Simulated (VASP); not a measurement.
Crystal: Ru.

```
CELL_PARAMETERS angstrom
0.00000 2.60500 2.60500
2.60500 0.00000 2.60500
2.60500 2.60500 0.00000
ATOMIC_POSITIONS crystal
Ru 0.00000 0.00000 0.00000
Ru 0.25000 0.25000 0.25000
```

This isn't the form of Ru at room conditions, which is hcp.

```yaml
Program: VASP 6.6.1
Task: relaxation of cell and atoms
Functional: LDA
Potentials_or_basis: VASP PAW LDA potentials, release 64 (Ru_pv)
Cutoff: 500 eV
k_mesh: 7 × 7 × 7
Occupations: fermi-dirac, width 0.1 eV
Spin: no spin polarisation
```

At the start: pressure 20.9 GPa; volume 17.68 Å³/atom.

Task: Where does the relaxation end?

Result: Over 5 steps the energy falls by 97.8 meV/atom and the volume is 19.29 Å³/atom (+9.1 %); space group Fd-3m (No. 227, to 0.1 Å) before and after.

Step by step:
| step | energy change (eV) | largest force (eV/Å) | pressure (GPa) | volume (Å³) |
| --- | --- | --- | --- | --- |
| 1 | 0.0000 | 0.0000 | 20.90 | 35.36 |
| 2 | 0.8025 | 0.0000 | -26.01 | 48.51 |
| 3 | -0.1941 | 0.0000 | -1.53 | 38.92 |
| 4 | -0.1955 | 0.0000 | -0.19 | 38.65 |
| 5 | -0.1955 | 0.0000 | 0.15 | 38.58 |

Final structure:
```
Ru
1.0
     0.00000    2.68187    2.68187
     2.68187    0.00000    2.68187
     2.68187    2.68187    0.00000
Ru
2
Cartesian
  0.0000 0.0000 0.0000
  1.3409 1.3409 1.3409
```
